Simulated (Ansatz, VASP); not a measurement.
**One calculation of MgIF, two programs**

```
Mg I F
1.0
     4.47390    0.00000    0.00000
    -2.23695    3.87451    0.00000
     0.00000    0.00000   17.00000
Mg I F
1 1 1
Direct
  0.00000 0.00000 0.56382
  0.66667 0.33333 0.43618
  0.66667 0.33333 0.52208
```

Alike in both runs: task single point; functional PBE; k mesh 6 × 6 × 1; occupations gaussian, width 0.1 eV; no spin polarisation.

|  | VASP | Ansatz |
| --- | --- | --- |
| version | VASP 6.6.1 | Ansatz 0.2.0 |
| potentials or method | VASP PAW PBE potentials, release 64 (Mg, I, F), cutoff 520 eV | scalar-relativistic, plane waves, PAW |
| valence electrons in the cell | 16 | 34 |

```csv
,VASP,Ansatz,Ansatz less VASP
gap on the k mesh at the Fermi level (eV),0.57,0.59,+0.013
least direct gap on the mesh (eV),1.07,1.07,+0.005
rms of the force components (eV/Å),16.991,19.158,+2.1670
```

Atom by atom the forces differ by 2.167 eV/Å (rms over components). The functional is the same, so the differences come from potentials, cutoffs and numerics. VASP's potentials hold 16 valence electrons a cell and Ansatz's 34, so a difference there can come from the potentials and not from the codes. Ansatz's warnings: slab cell height set.

Spin-orbit coupling is off throughout.
